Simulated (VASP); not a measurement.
# Al3H in VASP: a series of runs

Al3H is run at these levels: PBE; tasks: single point, relaxation of cell and atoms.

Program: VASP 6.6.1. These are calculated values, not measurements. Logs are shortened: lines on timing, memory, paths and dates and some standing lists are left out, and cuts for length are marked.

## 1. The cell of the first run

It takes space group P4/mmm (No. 123, tetragonal). Conventional cell: a = 3.670 Å, b = 3.670 Å, c = 3.632 Å, α = 90.00°, β = 90.00°, γ = 90.00°. Within 3.4 Å of Al (site symmetry mmm) lie 8 Al at 2.58 to 2.60 Å and 4 H at 2.58 Å. Within 3.4 Å of Al (site symmetry 4/mmm) lie 8 Al at 2.58 Å and 4 H at 2.60 Å. H (site symmetry 4/mmm) has 12 Al at 2.58 to 2.60 Å within 3.4 Å.

## 2. Single point, PBE

Contents of INCAR:

```
  ALGO = Normal
  EDIFF = 1E-6
  ENCUT = 520
  GGA = PE
  ISIF = 2
  ISMEAR = 0
  LASPH = T
  LCHARG = T
  LELF = T
  LREAL = F
  LVHAR = T
  LWAVE = F
  NBANDS = 13
  NELM = 100
  PREC = Accurate
  SIGMA = 0.1
```

Contents of KPOINTS:

```
k-points
0
Gamma
  6 6 6
```

Contents of POSCAR:

```
Al3H
1.0
    3.6699781770      0.0000000000      0.0000000000
    0.0000000000      3.6699781770      0.0000000000
    0.0000000000      0.0000000000      3.6322559236
Al H
3 1
Direct
    0.0000000000      0.5000000000      0.5000000000
    0.5000000000      0.0000000000      0.5000000000
    0.5000000000      0.5000000000      0.0000000000
    0.0000000000      0.0000000000      0.0000000000
```

Potentials or basis: VASP PAW PBE potentials, release 64 (Al, H).

Launch:

```console
$ cat potpaw_PBE.64/Al/POTCAR potpaw_PBE.64/H/POTCAR > POTCAR
$ mpirun -np 1 vasp_std > vasp.out
```

OUTCAR:

```text
EDIFF = 1E-6
   ENCUT = 520
   GGA = PE
   ISIF = 2
   ISMEAR = 0
   LASPH = T
   LREAL = F
   NELM = 100
   PREC = Accurate

 ion  position               nearest neighbor table
   1  0.000  0.500  0.500-   3 2.58   3 2.58   3 2.58   3 2.58   2 2.60   2 2.60   2 2.60   2 2.60

   2  0.500  0.000  0.500-   3 2.58   3 2.58   3 2.58   3 2.58   1 2.60   1 2.60   1 2.60   1 2.60

   3  0.500  0.500  0.000-   1 2.58   2 2.58   1 2.58   2 2.58   2 2.58   2 2.58   1 2.58   1 2.58

   4  0.000  0.000  0.000-

  LATTYP: Found a simple tetragonal cell.
 ALAT       =     3.6699781770
 C/A-ratio  =     0.9897213957

  Lattice vectors:

 A1 = (   3.6699781770,   0.0000000000,   0.0000000000)
 A2 = (   0.0000000000,   3.6699781770,   0.0000000000)
 A3 = (   0.0000000000,   0.0000000000,   3.6322559236)

Analysis of symmetry for initial positions (statically):
=====================================================================
 Subroutine PRICEL returns:
 Original cell was already a primitive cell.

 Routine SETGRP: Setting up the symmetry group for a
 simple tetragonal supercell.

 Subroutine GETGRP returns: Found 16 space group operations
 (whereof 16 operations were pure point group operations)
 out of a pool of 16 trial point group operations.

The static configuration has the point symmetry D_4h.

Analysis of symmetry for dynamics (positions and initial velocities):
=====================================================================
 Subroutine PRICEL returns:
 Original cell was already a primitive cell.

 Routine SETGRP: Setting up the symmetry group for a
 simple tetragonal supercell.

 Subroutine GETGRP returns: Found 16 space group operations
 (whereof 16 operations were pure point group operations)
 out of a pool of 16 trial point group operations.

The dynamic configuration has the point symmetry D_4h.

 Subroutine INISYM returns: Found 16 space group operations
 (whereof 16 operations are pure point group operations),
 and found     1 'primitive' translations

----------------------------------------------------------------------------------------

                                     Primitive cell

  volume of cell :      48.9219

  direct lattice vectors                    reciprocal lattice vectors
     3.669978177  0.000000000  0.000000000     0.272481184  0.000000000  0.000000000
     0.000000000  3.669978177  0.000000000     0.000000000  0.272481184  0.000000000
     0.000000000  0.000000000  3.632255924     0.000000000  0.000000000  0.275310997

  length of vectors
     3.669978177  3.669978177  3.632255924     0.272481184  0.272481184  0.275310997

  position of ions in fractional coordinates (direct lattice)
     0.000000000  0.500000000  0.500000000
     0.500000000  0.000000000  0.500000000
     0.500000000  0.500000000  0.000000000
     0.000000000  0.000000000  0.000000000

  ion indices of the primitive-cell ions
   primitive index   ion index
                 1           1
                 2           2
                 3           3
                 4           4

----------------------------------------------------------------------------------------

 KPOINTS: k-points

Automatic generation of k-mesh.
 Grid dimensions read from file:
 generate k-points for:    6    6    6

 Generating k-lattice:

  Cartesian coordinates                     Fractional coordinates (reciprocal lattice)
     0.045413531  0.000000000  0.000000000     0.166666667  0.000000000  0.000000000
     0.000000000  0.045413531  0.000000000     0.000000000  0.166666667  0.000000000
     0.000000000  0.000000000  0.045885166     0.000000000  0.000000000  0.166666667

  Length of vectors
     0.045413531  0.045413531  0.045885166

  Shift w.r.t. Gamma in fractional coordinates (k-lattice)
     0.000000000  0.000000000  0.000000000

 Subroutine IBZKPT returns following result:
 ===========================================

 Found     40 irreducible k-points:

 Following reciprocal coordinates:
            Coordinates               Weight
  0.000000  0.000000  0.000000      1.000000
  0.166667  0.000000  0.000000      4.000000
  0.333333  0.000000  0.000000      4.000000
  0.500000  0.000000  0.000000      2.000000
  0.166667  0.166667  0.000000      4.000000
  0.333333  0.166667  0.000000      8.000000
[... 16 lines left out ...]
  0.333333  0.000000  0.333333      8.000000
  0.500000  0.000000  0.333333      4.000000
 [... further k-points ...]
   k-points           NKPTS =     40   k-points in BZ     NKDIM =     40   number of bands    NBANDS=     13
   number of dos      NEDOS =    301   number of ions     NIONS =      4
   total plane-waves  NPLWV =  21952
   dimension x,y,z NGX =    28 NGY =   28 NGZ =   28
   dimension x,y,z NGXF=    56 NGYF=   56 NGZF=   56
   ions per type =               3   1
   NGX,Y,Z   is equivalent  to a cutoff of  12.68, 12.68, 12.82 a.u.
   NGXF,Y,Z  is equivalent  to a cutoff of  25.37, 25.37, 25.63 a.u.
 SYSTEM =  unknown system
   PREC   = accura    normal or accurate (medium, high low for compatibility)
   ISTART =      0    job   : 0-new  1-cont  2-samecut
   ICHARG =      2    charge: 1-file 2-atom 10-const
   ISPIN  =      1    spin polarized calculation?
   LNONCOLLINEAR =      F non collinear calculations
   LSORBIT =      F    spin-orbit coupling
   LASPH  =      T    aspherical Exc in radial PAW
   ENCUT  =  520.0 eV  38.22 Ry    6.18 a.u.   6.82  6.82  6.75*2*pi/ulx,y,z
   NELM   =    100;   NELMIN=  2; NELMDL= -5     # of ELM steps
   EDIFF  = 0.1E-05   stopping-criterion for ELM
   LREAL  =      F    real-space projection
   EDIFFG = 0.1E-04   stopping-criterion for IOM
   NSW    =      0    number of steps for IOM
   IBRION =     -1    ionic relax: 0-MD 1-quasi-New 2-CG
   NFREE  =      0    steps in history (QN), initial steepest desc. (CG)
   ISIF   =      2    stress and relaxation
   ISYM   =      2    0-nonsym 1-usesym 2-fastsym
   POTIM  = 0.5000    time-step for ionic-motion
   TEBEG  =    0.0;   TEEND  =   0.0 temperature during run
   PSTRESS=    0.0 pullay stress
   NELECT =      10.0000    total number of electrons
   NUPDOWN=      -1.0000    fix difference up-down
   EMIN   =  10.00;   EMAX   =-10.00  energy-range for DOS
   EFERMI =   0.00;   METHOD = LEGACY
   ISMEAR =     0;   SIGMA  =   0.10  broadening in eV -4-tet -1-fermi 0-gaus
   EFERMI_NEDOS =   21; number of points for ismear=-14 and -15
   IALGO  =     38    algorithm
   IMIX   =      4    mixing-type and parameters
     AMIX     =   0.40;   BMIX     =  1.00
     AMIX_MAG =   1.60;   BMIX_MAG =  1.00
  volume/ion in A,a.u.               =      12.23        82.54
  Fermi-wavevector in a.u.,A,eV,Ry     =   0.964363  1.822381 12.653353  0.929995
  Thomas-Fermi vector in A             =   2.093987
   LORBIT       =      0    0 simple, 1 ext, 2 COOP (PROOUT), +10 PAW based schemes
   GGA     = PE    functional components
   LHFCALC =     F    Hartree Fock is set to
   AEXX    =    0.0000 exact exchange contribution
   IVDW    =     0    specifies the selected vdW correction
   LEPSILON=     F    determine dielectric tensor
   LRPA    =     F    only Hartree local field effects (RPA)
 non-spin polarized calculation
 Gauss-broadening in eV      SIGMA  =   0.10
  energy-cutoff  :      520.00
  volume of cell :       48.92
 maximum number of plane-waves:      1341
 NGX is ok and might be reduce to    28
   NGX = 13   NGY = 13   NGZ = 13

 number of electron      10.0000000 magnetization

 Free energy of the ion-electron system (eV)
  ---------------------------------------------------
  ext. energy  EPLUGINS =         0.00000000
  ---------------------------------------------------
  free energy    TOTEN  =       -12.10344492 eV

  energy without entropy =      -12.09060413  energy(sigma->0) =      -12.09702453

 E-fermi :   8.1171     XC(G=0): -10.4635

 val. band max:        8.0928979773   @ k =   0.3333   0.1667   0.1667
 cond. band min:       8.1181267311   @ k =   0.1667   0.1667   0.3333
 fundamental gap:      0.0252287538
 Fermi energy:         8.1170577415

 k-point     1 :       0.0000    0.0000    0.0000
  band No.  band energies     occupation
      1      -3.6500      2.00000
      2       5.8202      2.00000
      3       6.4210      2.00000
      4       6.4210      2.00000
      5       6.6152      2.00000
      6       8.3327      0.00229
      7       8.5231      0.00000
      8      14.7915      0.00000
      9      15.6209      0.00000
     10      15.7617      0.00000
     11      15.7617      0.00000
     12      16.7512      0.00000
     13      16.7548      0.00000

 k-point     2 :       0.1667    0.0000    0.0000
  band No.  band energies     occupation
      1      -3.3493      2.00000
      2       3.6179      2.00000
      3       6.6759      2.00000
      4       6.8696      2.00000
      5       6.9226      2.00000
      6       8.7583      0.00000
      7      10.5872      0.00000
      8      13.3742      0.00000
      9      13.5389      0.00000
     10      13.8539      0.00000
     11      15.4833      0.00000
     12      16.0086      0.00000
     13      17.7926      0.00000

 k-point     3 :       0.3333    0.0000    0.0000
  band No.  band energies     occupation
      1      -2.4562      2.00000
      2       1.1144      2.00000
      3       7.4078      2.00000
      4       7.6007      2.00000
      5       7.7528      2.00000
      6       9.5427      0.00000
      7      10.9315      0.00000
      8      11.0582      0.00000
      9      11.2324      0.00000
     10      13.4485      0.00000
     11      15.4776      0.00000
     12      16.6618      0.00000
     13      18.5368      0.00000
[... 305 lines left out ...]
 k-point    23 :       0.3333    0.0000    0.3333
  band No.  band energies     occupation
      1      -1.2526      2.00000
      2       1.9677      2.00000
      3       2.7637      2.00000
      4       5.8382      2.00000
      5       8.4183      0.00002
      6       9.4798      0.00000
      7      11.9054      0.00000
      8      12.2246      0.00000
      9      12.4950      0.00000
     10      13.7392      0.00000
     11      15.5555      0.00000
     12      16.2839      0.00000
     13      17.1219      0.00000

 k-point    24 :       0.5000    0.0000    0.3333
  band No.  band energies     occupation
      1      -0.0575      2.00000
      2       0.5188      2.00000
      3       3.7019      2.00000
      4       4.0695      2.00000
      5       9.1569      0.00000
      6      10.1343      0.00000
      7      10.7644      0.00000
      8      11.9400      0.00000
      9      12.6964      0.00000
     10      14.1640      0.00000
     11      15.1141      0.00000
     12      15.2820      0.00000
     13      17.7846      0.00000

 [... further k-points ...]

------------------------ aborting loop because EDIFF is reached ----------------------------------------

  FORCE on cell =-STRESS in cart. coord.  units (eV):
  Direction    XX          YY          ZZ          XY          YZ          ZX
  --------------------------------------------------------------------------------------
  -------------------------------------------------------------------------------------
  Total        6.0941235      6.0941235      6.0450888      0.0000000     -0.0000000      0.0000000
  in kB      199.5806473    199.5806473    197.9747757      0.0000000     -0.0000000      0.0000000
  external PRESSURE =     199.0453568 kB  Pullay stress =       0.0000000 kB

 VOLUME and BASIS-vectors are now :
 -----------------------------------------------------------------------------
  energy-cutoff  :      520.00
  volume of cell :       48.92
      direct lattice vectors                 reciprocal lattice vectors
     3.669978177  0.000000000  0.000000000     0.272481184  0.000000000  0.000000000
     0.000000000  3.669978177  0.000000000     0.000000000  0.272481184  0.000000000
     0.000000000  0.000000000  3.632255924     0.000000000  0.000000000  0.275310997

 POSITION                                       TOTAL-FORCE (eV/Angst)
 -----------------------------------------------------------------------------------
      0.00000      1.83499      1.81613         0.000000      0.000000      0.000000
      1.83499      0.00000      1.81613         0.000000      0.000000      0.000000
      1.83499      1.83499      0.00000         0.000000      0.000000      0.000000
      0.00000      0.00000      0.00000         0.000000      0.000000      0.000000
 -----------------------------------------------------------------------------------
    total drift:                               -0.000000      0.000000      0.000000

  FREE ENERGIE OF THE ION-ELECTRON SYSTEM (eV)
  ---------------------------------------------------
  free  energy   TOTEN  =       -12.1034449200 eV

  energy  without entropy=      -12.0906041323  energy(sigma->0) =      -12.09702453
```

Run time: 7.9 s. Hardware: 1 thread of Intel Xeon Platinum 8559C (Emerald Rapids), shared host; peak memory 0.15 GiB.

What came out:

* Free energy: -12.1034 eV
* Pressure: 19.9 GPa
* Band gap on the k mesh: zero (bands 5 and 6 overlap by 5.12 eV)

Stress tensor (GPa, compression positive):
```
19.96  0.00  0.00
 0.00 19.96  0.00
 0.00  0.00 19.80
```

Caveat: the cell stands under pressure.

[end of part 1 of 4]

The gap in the log of VASP goes by the Fermi energy; the results here count the filled bands.